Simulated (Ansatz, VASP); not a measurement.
**One calculation of Nb, two programs**

```
Nb
1.0
    -1.46659    1.46659    1.46659
     1.46659   -1.46659    1.46659
     1.46659    1.46659   -1.46659
Nb
1
Direct
  0.00000 0.00000 0.00000
```

Change from the starting cell: volume scaled by 0.72, PAW files, source ansatz.

Alike in both runs: task single point; functional PBEsol; k mesh 18 × 18 × 18; occupations fermi-dirac, width 0.05 eV; no spin polarisation.

|  | VASP | Ansatz |
| --- | --- | --- |
| version | VASP 6.6.1 | Ansatz 0.2.0 |
| potentials or method | VASP PAW PBE potentials, release 64 (Nb_sv) | PAW with other files of Ansatz's library (source ansatz), scalar-relativistic |
| plane-wave cutoff (eV) | 520 | 708 |
| valence electrons in the cell | 13 | 13 |

|  | VASP | Ansatz | Ansatz less VASP |
| --- | --- | --- | --- |
| pressure (GPa) | 108.8 | 108.8 | +0.02 |

VASP's potentials were made for PBE, not for PBEsol. Both programs put the cell under a high pressure, so it lies far from rest at this level.

Noted on VASP's run: the cell as given lies far from equilibrium.
